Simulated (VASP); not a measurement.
# TiSi2 (Immm) in VASP: notebook

Aim: see how the results for TiSi2 move with the level of theory and the settings. Levels: r2SCAN, PBE+U. Tasks: single point, relaxation of cell and atoms.

Program: VASP 6.6.1. These are calculated values, not measurements. Logs are shortened: lines on timing, memory, paths and dates and some standing lists are left out, and cuts for length are marked.

### 1 The cell of the first run

The structure is orthorhombic, space group Immm (No. 71). Conventional cell: a = 2.965 Å, b = 3.447 Å, c = 8.480 Å, α = 90.00°, β = 90.00°, γ = 90.00°. Ti (site symmetry mmm) has 10 Si at 2.69 to 2.80 Å and 4 Ti at 2.97 to 3.45 Å within 3.6 Å. Si (site symmetry mm2) has 9 Si at 2.65 to 3.45 Å and 5 Ti at 2.69 to 2.80 Å within 3.5 Å.

### 2 Single point, r2SCAN

Input file POSCAR:

```
TiSi2
1.0
   -1.4826264035      1.7234689397      4.2399784024
    1.4826264035     -1.7234689397      4.2399784024
    1.4826264035      1.7234689397     -4.2399784024
Ti Si
1 2
Direct
    0.0000000000      0.0000000000      0.0000000000
    0.6700780000      0.6700780000      0.0000000000
    0.3299220000      0.3299220000      0.0000000000
```

Input file INCAR.step1:

```
SYSTEM = TiSi2
PREC = Accurate
ENCUT = 520
ISMEAR = -1
SIGMA = 0.05
LREAL = .FALSE.
LASPH = .TRUE.
NELM = 60
NBANDS = 17
GGA = PE
ALGO = Normal
EDIFF = 1E-4
LWAVE = .TRUE.
LCHARG = .FALSE.
```

Input file INCAR.step2:

```
SYSTEM = TiSi2
PREC = Accurate
ENCUT = 520
EDIFF = 1E-6
ISMEAR = -1
SIGMA = 0.05
LREAL = .FALSE.
LASPH = .TRUE.
NELM = 60
ALGO = Normal
ISIF = 2
LWAVE = .FALSE.
LCHARG = .TRUE.
METAGGA = R2SCAN
LMIXTAU = .TRUE.
LELF = .TRUE.
LVHAR = .TRUE.
NBANDS = 17
ISTART = 1
```

Input file KPOINTS:

```
regular mesh
0
G
  12 12 12
  0 0 0
```

Potentials or basis: VASP PAW PBE potentials, release 64 (Ti_sv, Si).

Started as:

```sh
> cat potpaw_PBE.64/Ti_sv/POTCAR potpaw_PBE.64/Si/POTCAR > POTCAR
> cp INCAR.step1 INCAR
> mpirun -np 1 vasp_std > vasp.out
> cp INCAR.step2 INCAR
> mpirun -np 1 vasp_std > vasp.out
```

OUTCAR:

```text
SYSTEM = TiSi2
   PREC = Accurate
   ENCUT = 520
   EDIFF = 1E-6
   ISMEAR = -1
   LREAL = .FALSE.
   LASPH = .TRUE.
   NELM = 60
   ISIF = 2
   METAGGA = R2SCAN
   ISTART = 1

 ion  position               nearest neighbor table
   1  0.000  0.000  0.000-   2 2.69   2 2.69   2 2.69   3 2.69   2 2.69   3 2.69   3 2.69   3 2.69
                             2 2.80   3 2.80
   2  0.670  0.670  0.000-   3 2.65   3 2.65   3 2.65   3 2.65   1 2.69   1 2.69   1 2.69   1 2.69
                             1 2.80   3 2.88
   3  0.330  0.330  0.000-   2 2.65   2 2.65   2 2.65   2 2.65   1 2.69   1 2.69   1 2.69   1 2.69
                             1 2.80   2 2.88

  LATTYP: Found a body centered orthorhombic cell.
 ALAT       =     2.9652528070
 B/A-ratio  =     1.1624431722
 C/A-ratio  =     2.8597753233

  Lattice vectors:

 A1 = (  -1.4826264035,   1.7234689397,   4.2399784024)
 A2 = (   1.4826264035,  -1.7234689397,   4.2399784024)
 A3 = (   1.4826264035,   1.7234689397,  -4.2399784024)

Analysis of symmetry for initial positions (statically):
=====================================================================
 Subroutine PRICEL returns:
 Original cell was already a primitive cell.

 Routine SETGRP: Setting up the symmetry group for a
 body centered orthorhombic supercell.

 Subroutine GETGRP returns: Found  8 space group operations
 (whereof  8 operations were pure point group operations)
 out of a pool of  8 trial point group operations.

The static configuration has the point symmetry D_2h.

Analysis of symmetry for dynamics (positions and initial velocities):
=====================================================================
 Subroutine PRICEL returns:
 Original cell was already a primitive cell.

 Routine SETGRP: Setting up the symmetry group for a
 body centered orthorhombic supercell.

 Subroutine GETGRP returns: Found  8 space group operations
 (whereof  8 operations were pure point group operations)
 out of a pool of  8 trial point group operations.

The dynamic configuration has the point symmetry D_2h.

 Subroutine INISYM returns: Found  8 space group operations
 (whereof  8 operations are pure point group operations),
 and found     1 'primitive' translations

[... 83 lines left out ...]
   ions per type =               1   2
   NGX,Y,Z   is equivalent  to a cutoff of  12.44, 12.44, 12.44 a.u.
   NGXF,Y,Z  is equivalent  to a cutoff of  24.88, 24.88, 24.88 a.u.
 SYSTEM =  TiSi2
   PREC   = accura    normal or accurate (medium, high low for compatibility)
   ISTART =      1    job   : 0-new  1-cont  2-samecut
   ICHARG =      0    charge: 1-file 2-atom 10-const
   ISPIN  =      1    spin polarized calculation?
   LNONCOLLINEAR =      F non collinear calculations
   LSORBIT =      F    spin-orbit coupling
   LASPH  =      T    aspherical Exc in radial PAW
   ENCUT  =  520.0 eV  38.22 Ry    6.18 a.u.   8.95  8.95  8.95*2*pi/ulx,y,z
   NELM   =     60;   NELMIN=  2; NELMDL=  0     # of ELM steps
   EDIFF  = 0.1E-05   stopping-criterion for ELM
   LREAL  =      F    real-space projection
   EDIFFG = 0.1E-04   stopping-criterion for IOM
   NSW    =      0    number of steps for IOM
   IBRION =     -1    ionic relax: 0-MD 1-quasi-New 2-CG
   NFREE  =      0    steps in history (QN), initial steepest desc. (CG)
   ISIF   =      2    stress and relaxation
   ISYM   =      2    0-nonsym 1-usesym 2-fastsym
   POTIM  = 0.5000    time-step for ionic-motion
   TEBEG  =    0.0;   TEEND  =   0.0 temperature during run
   PSTRESS=    0.0 pullay stress
   NELECT =      20.0000    total number of electrons
   NUPDOWN=      -1.0000    fix difference up-down
   EMIN   =  10.00;   EMAX   =-10.00  energy-range for DOS
   EFERMI =   0.00;   METHOD = LEGACY
   ISMEAR =    -1;   SIGMA  =   0.05  broadening in eV -4-tet -1-fermi 0-gaus
   EFERMI_NEDOS =   21; number of points for ismear=-14 and -15
   IALGO  =     38    algorithm
   IMIX   =      4    mixing-type and parameters
     AMIX     =   0.40;   BMIX     =  1.00
     AMIX_MAG =   1.60;   BMIX_MAG =  1.00
  volume/ion in A,a.u.               =      14.45        97.48
  Fermi-wavevector in a.u.,A,eV,Ry     =   1.265120  2.390731 21.776530  1.600530
  Thomas-Fermi vector in A             =   2.398390
   LORBIT       =      0    0 simple, 1 ext, 2 COOP (PROOUT), +10 PAW based schemes
   METAGGA = R2SCAN    functional components
   LHFCALC =     F    Hartree Fock is set to
   AEXX    =    0.0000 exact exchange contribution
   IVDW    =     0    specifies the selected vdW correction
   LEPSILON=     F    determine dielectric tensor
   LRPA    =     F    only Hartree local field effects (RPA)
 non-spin polarized calculation
  energy-cutoff  :      520.00
  volume of cell :       43.34
 maximum number of plane-waves:      1192
   NGX = 17   NGY = 17   NGZ = 17

 number of electron      19.9999998 magnetization

 Free energy of the ion-electron system (eV)
  ---------------------------------------------------
  ext. energy  EPLUGINS =         0.00000000
  ---------------------------------------------------
  free energy    TOTEN  =       -31.50957037 eV

  energy without entropy =      -31.49892357  energy(sigma->0) =      -31.50424697

 E-fermi :   9.8096     XC(G=0): -12.4430

 val. band max:        9.8042154657   @ k =  -0.3333  -0.3333   0.0833
 cond. band min:       9.8107136033   @ k =   0.4167   0.0833   0.0833
 fundamental gap:      0.0064981376
 Fermi energy:         9.8095876842

 k-point     1 :       0.0000    0.0000    0.0000
  band No.  band energies     occupation
      1     -48.9057      2.00000
      2     -24.1856      2.00000
      3     -24.1648      2.00000
      4     -23.9132      2.00000
      5      -3.4102      2.00000
      6       4.7719      2.00000
[... 457 lines left out ...]
      4     -23.9922      2.00000
      5      -1.1188      2.00000
      6       2.2769      2.00000
[... 9 lines left out ...]
     16      15.2022      0.00000
     17      17.8061      0.00000

 [... further k-points ...]
[... 5 lines left out ...]
  --------------------------------------------------------------------------------------
  -------------------------------------------------------------------------------------
  Total       -1.0603026     -1.2484474     -1.4817045      0.0000000      0.0000000      0.0000000
  in kB      -39.1995944    -46.1553467    -54.7789048      0.0000000      0.0000000      0.0000000
  external PRESSURE =     -46.7112820 kB  Pullay stress =       0.0000000 kB

 VOLUME and BASIS-vectors are now :
 -----------------------------------------------------------------------------
  energy-cutoff  :      520.00
  volume of cell :       43.34
      direct lattice vectors                 reciprocal lattice vectors
    -1.482626404  1.723468940  4.239978402     0.000000000  0.290112568  0.117925129
     1.482626404 -1.723468940  4.239978402     0.337239374  0.000000000  0.117925129
     1.482626404  1.723468940 -4.239978402     0.337239374  0.290112568  0.000000000

 POSITION                                       TOTAL-FORCE (eV/Angst)
 -----------------------------------------------------------------------------------
      0.00000      0.00000      0.00000        -0.000000      0.000000     -0.000000
      0.00000      0.00000      5.68223        -0.000000     -0.000000      0.035894
      0.00000      0.00000      2.79772         0.000000      0.000000     -0.035894
 -----------------------------------------------------------------------------------
    total drift:                               -0.000000      0.000000     -0.000000

  FREE ENERGIE OF THE ION-ELECTRON SYSTEM (eV)
  ---------------------------------------------------
  free  energy   TOTEN  =       -31.5095703744 eV

  energy  without entropy=      -31.4989235667  energy(sigma->0) =      -31.50424697
```

OSZICAR.step1:

```text
N       E                     dE             d eps       ncg     rms          rms(c)
DAV:   1     0.130854842595E+03    0.13085E+03   -0.95659E+03  9520   0.121E+03
DAV:   2    -0.126679712521E+02   -0.14352E+03   -0.13972E+03  9805   0.314E+02
DAV:   3    -0.214510191978E+02   -0.87830E+01   -0.85464E+01 14259   0.714E+01
DAV:   4    -0.217110437183E+02   -0.26002E+00   -0.25922E+00 11900   0.111E+01
DAV:   5    -0.217192920627E+02   -0.82483E-02   -0.82464E-02 14844   0.190E+00    0.121E+01
DAV:   6    -0.203251620188E+02    0.13941E+01   -0.16928E+01 12437   0.343E+01    0.527E+00
DAV:   7    -0.199008997852E+02    0.42426E+00   -0.37773E+00 12094   0.157E+01    0.337E+00
DAV:   8    -0.198714881566E+02    0.29412E-01   -0.56938E-01 11266   0.663E+00    0.126E+00
DAV:   9    -0.198540857035E+02    0.17402E-01   -0.19780E-01 11266   0.410E+00    0.454E-01
DAV:  10    -0.198524416655E+02    0.16440E-02   -0.90075E-03 11643   0.760E-01    0.159E-01
DAV:  11    -0.198524482730E+02   -0.66075E-05   -0.37568E-03 13118   0.491E-01    0.137E-01
DAV:  12    -0.198523469794E+02    0.10129E-03   -0.66322E-04 10623   0.245E-01    0.159E-02
DAV:  13    -0.198523460208E+02    0.95861E-06   -0.15773E-05  5151   0.363E-02
   1 F= -.19852346E+02 E0= -.19846581E+02  d E =-.115300E-01
```

Wall time 27 min (1 thread of Intel Xeon 8259CL, shared host); peak memory 0.36 GiB.

Results:

```
Free energy            : -31.5096 eV
Pressure               : -4.7 GPa
Largest force          : 0.036 eV/Å
Band gap on the k mesh : zero (bands 10 and 11 overlap by 2.50 eV)
```

Forces on the atoms (eV/Å):
```
Ti   0.000  0.000  0.000
Si   0.000  0.000  0.036
Si   0.000  0.000 -0.036
```

Levels at points of the mesh, in eV from the Fermi level:
| k point | band 7 | band 8 | band 9 | band 10 | band 11 | band 12 | band 13 | band 14 |
| --- | --- | --- | --- | --- | --- | --- | --- | --- |
| (0.00, 0.00, 0.00) | -4.43 | -2.30 | -0.68 | 0.83 | 2.13 | 2.54 | 3.13 | 3.88 |
| (0.50, 0.00, 0.00) | -4.71 | -3.99 | -0.75 | 1.05 | 2.19 | 2.69 | 3.64 | 4.11 |
| (0.00, 0.50, 0.00) | -3.94 | -3.56 | -0.96 | -0.42 | 1.03 | 2.81 | 3.48 | 4.12 |
| (0.50, 0.50, 0.00) | -5.42 | -4.91 | -3.07 | -1.35 | -0.88 | 2.76 | 3.02 | 3.25 |
| (0.50, 0.50, 0.50) | -1.50 | -1.32 | -0.38 | 0.49 | 2.12 | 2.51 | 2.60 | 3.77 |

Caveat: the cell stands under tension; the PAW data sets were made with another functional, which shifts forces and pressure a little.

(Continued in part 2 of 2.)
